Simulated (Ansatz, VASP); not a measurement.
One calculation of Cu, two programs

```
Cu
1.0
     0.01808    1.81654    1.81654
     1.81654    0.01808    1.81654
     1.81654    1.81654    0.01808
Cu
1
Direct
  0.00000 0.00000 0.00000
```

Change from the starting cell: equal xy, yz and zx shear strains of +1 %, PAW files.

Alike in both runs: task electric field gradients; functional PBEsol; k mesh 19 × 19 × 19; occupations fermi-dirac, width 0.08 eV; no spin polarisation.

|  | VASP | Ansatz |
| --- | --- | --- |
| version | VASP 6.6.1 | Ansatz 0.2.0 |
| potentials or method | VASP PAW PBE potentials, release 64 (Cu) | PAW with Ansatz's default frozen-core files, scalar-relativistic |
| plane-wave cutoff (eV) | 520 | 420 |
| valence electrons in the cell | 11 | 19 |

```csv
,VASP,Ansatz,Ansatz less VASP
pressure (GPa),-5.8,-6.5,-0.68
"traceless stress, the component that is largest in VASP (GPa)",-0.71,-0.72,-0.010
size of Vzz on the site where it differs most (V/Å²),0.6,0.1,-0.52
```

VASP's potentials were made for PBE, not for PBEsol. With one functional, cell and mesh, what is left measures potentials, basis and numerics. VASP's potentials hold 11 valence electrons a cell and Ansatz's 19, so a difference there can come from the potentials and not from the codes.
